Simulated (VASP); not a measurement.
Set up this calculation in VASP 6.6.1, as the native input.

```yaml
Task: single point
Functional: PBE
Potentials_or_basis: VASP PAW PBE potentials, release 64 (Al)
Cutoff: 520 eV
k_mesh: 18 × 18 × 18
Occupations: gaussian, width 0.1 eV
Spin: no spin polarisation
Dipole_correction: no
Further_INCAR_settings: ALGO = Normal; EDIFF = 1e-07; NBANDS = 8
```

The structure of Al lies in POSCAR:

```
Al
1.0
    0.0000000000      1.9229614833      1.9229614833
    1.9229614833      0.0000000000      1.9229614833
    1.9229614833      1.9229614833      0.0000000000
Al
1
Direct
    0.0000000000      0.0000000000      0.0000000000
```

This cell differs from its parent crystal: Sc replaced by Al, lengths x 0.827, strained.

These files were run (other wordings do the same):

INCAR

```
PREC = Accurate
ENCUT = 520
EDIFF = 1E-7
ISMEAR = 0
SIGMA = 0.1
LREAL = F
LASPH = T
NELM = 80
ALGO = Normal
ISIF = 2
LWAVE = F
LCHARG = T
GGA = PE
LELF = T
LVHAR = T
NBANDS = 8
```

KPOINTS

```
regular mesh
0
Gamma
  18 18 18
```

Potentials or basis: VASP PAW PBE potentials, release 64 (Al).

The run is started by

```bash
$ cat potpaw_PBE.64/Al/POTCAR > POTCAR
$ mpirun -np 1 vasp_std > vasp.out
```

Results of the run:

The pressure is 16.0 GPa.

Caveat: the cell differs from its parent crystal (Sc replaced by Al, lengths x 0.827, strained).

It took 18 s on 1 thread of AMD EPYC 9R45 (Zen 5), with other jobs on the host, peak memory 0.09 GiB.
